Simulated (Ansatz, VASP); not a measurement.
# One calculation of ZrB2, two programs

Contents of INCAR:

```
ALGO = Normal
EDIFF = 1E-7
ENCUT = 520
GGA = PS
ISIF = 2
ISMEAR = 0
LASPH = T
LCHARG = F
LREAL = F
LWAVE = F
NBANDS = 16
NELM = 100
PREC = Accurate
SIGMA = 0.1
```

The input KPOINTS:

```
k-points
0
Gamma
  6 6 6
```

Contents of POSCAR:

```
ZrB2
1.0
    3.1675246600      0.0000000000      0.0000000000
   -1.5837623300      2.7431568200      0.0000000000
    0.0000000000      0.0000000000      3.5523880600
Zr B
1 2
Direct
    0.0000000000      0.0000000000      0.0000000000
    0.3333333300      0.6666666700      0.5000000000
    0.6666666700      0.3333333300      0.5000000000
```

Input for Ansatz:

```yaml
crystal:
  lattice:
    - [3.16752466, 0.0, 0.0]
    - [-1.58376233, 2.74315682, 0.0]
    - [0.0, 0.0, 3.55238806]
  atoms:
    - { symbol: Zr, position: [0.0, 0.0, 0.0] }
    - { symbol: B, position: [0.33333333, 0.66666667, 0.5] }
    - { symbol: B, position: [0.66666667, 0.33333333, 0.5] }
basis:
  ecutwfc: 420
kpoints:
  mp_grid: { grid: [6, 6, 6] }
hamiltonian:
  xc: pbesol
  pseudopotentials: { kind: paw, azcp: { folder: soft_1 } }
scf:
  occupations: { method: gaussian, width: 0.1 }
output:
  forces: true
  stress: true
  eigenvalues: true
```

Alike in both runs: task single point; functional PBEsol; k mesh 6 × 6 × 6; occupations gaussian, width 0.1 eV; no spin polarisation.

|  | VASP | Ansatz |
| --- | --- | --- |
| version | VASP 6.6.1 | Ansatz 0.2.0 |
| potentials or method | VASP PAW PBE potentials, release 64 (Zr_sv, B), cutoff 520 eV | scalar-relativistic, plane waves, PAW |
| valence electrons in the cell | 18 | 18 |

Ansatz gave:

| Quantity | Value |
| --- | --- |
| gap on the k mesh at the Fermi level (eV) | none |
| pressure (GPa) | -4.6 |
| traceless stress, the component that is largest in VASP (GPa) | -2.80 |

Which values does VASP return?

gap on the k mesh at the Fermi level (eV): none; pressure (GPa): -4.4; traceless stress, the component that is largest in VASP (GPa): -2.83.

VASP's potentials were made for PBE, not for PBEsol, and Ansatz warns of the same on its side. A gap of «none» marks a metal or a gap that the smearing closes.

The k mesh is coarse, so the values compare programs but aren't converged.
